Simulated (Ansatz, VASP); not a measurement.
MnS: VASP beside Ansatz

```
CELL_PARAMETERS angstrom
0.00000 2.47346 2.47346
2.47346 0.00000 2.47346
2.47346 2.47346 0.00000
ATOMIC_POSITIONS crystal
Mn 0.00000 0.00000 0.00000
S 0.75000 0.75000 0.75000
```

Alike in both runs: task single point; functional PBEsol; k mesh 9 × 9 × 9; occupations fermi-dirac, width 0.05 eV; collinear spin.

|  | VASP | Ansatz |
| --- | --- | --- |
| version | VASP 6.6.1 | Ansatz 0.2.0 |
| potentials or method | VASP PAW PBE potentials, release 64 (Mn_pv, S) | Ansatz PAW |
| plane-wave cutoff (eV) | 520 | 420 |
| valence electrons in the cell | 19 | 21 |

Ansatz gave:

```
gap on the k mesh at the Fermi level (eV)                     : none
pressure (GPa)                                                : -3.0
net moment per atom (μB)                                      : 0.12
size of the moment on the site where the two differ most (μB) : 0.20
```

What did VASP give for the same quantities?

gap on the k mesh at the Fermi level (eV): none; pressure (GPa): -2.7; net moment per atom (μB): 0.12; size of the moment on the site where the two differ most (μB): 0.23.

VASP's potentials were made for PBE, not for PBEsol. Site moments also hang on the region over which each program counts them. A gap of «none» marks a metal or a gap that the smearing closes. VASP's potentials hold 19 valence electrons a cell and Ansatz's 21, so a difference there can come from the potentials and not from the codes.
